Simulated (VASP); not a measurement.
Here is a VASP 6.6.1 calculation.

The input INCAR:

```
SYSTEM = MnF2
PREC = Accurate
ENCUT = 520
EDIFF = 1E-6
ISMEAR = -1
SIGMA = 0.05
LREAL = .FALSE.
LASPH = .TRUE.
NELM = 150
ALGO = Normal
ISIF = 2
LWAVE = .FALSE.
LCHARG = .FALSE.
ISPIN = 2
MAGMOM = 4 4 0 0 0 0
LORBIT = 11
LMAXMIX = 4
GGA = PS
NBANDS = 40
```

The input KPOINTS:

```
regular mesh
0
G
  5 5 7
  0 0 0
```

File POSCAR:

```
MnF2
1.0
    4.9060777619      0.0000000000      0.0000000000
    0.0000000000      4.9060777619      0.0000000000
    0.0000000000      0.0000000000      3.3326258045
Mn F
2 4
Direct
    0.5000000000      0.5000000000      0.5000000000
    0.0000000000      0.0000000000      0.0000000000
    0.8053000000      0.1947000000      0.5000000000
    0.6947000000      0.6947000000      0.0000000000
    0.1947000000      0.8053000000      0.5000000000
    0.3053000000      0.3053000000      0.0000000000
```

Potentials or basis: VASP PAW PBE potentials, release 64 (Mn_pv, F).

Run with:

```console
$ cat potpaw_PBE.64/Mn_pv/POTCAR potpaw_PBE.64/F/POTCAR > POTCAR
$ mpirun -np 1 vasp_std > vasp.out
```

Problem. Estimate the site moments.

Solution. Mn +4.58; F +0.08 μB.

Problem. Predict the band gap on the k mesh.

Solution. 0.97 eV, direct.

Problem. Estimate the largest force.

Solution. 0.023 eV/Å.

Forces on the atoms (eV/Å):
```
Mn   0.000  0.000  0.000
Mn   0.000  0.000  0.000
F    0.016 -0.016  0.000
F   -0.016 -0.016  0.000
F   -0.016  0.016  0.000
F    0.016  0.016  0.000
```

Caveat: the PAW data sets were made with another functional, which shifts forces and pressure a little; only a ferromagnetic start was run, and an antiferromagnetic order may lie lower in energy. As with any semilocal functional, this PBEsol gap is likely too small.
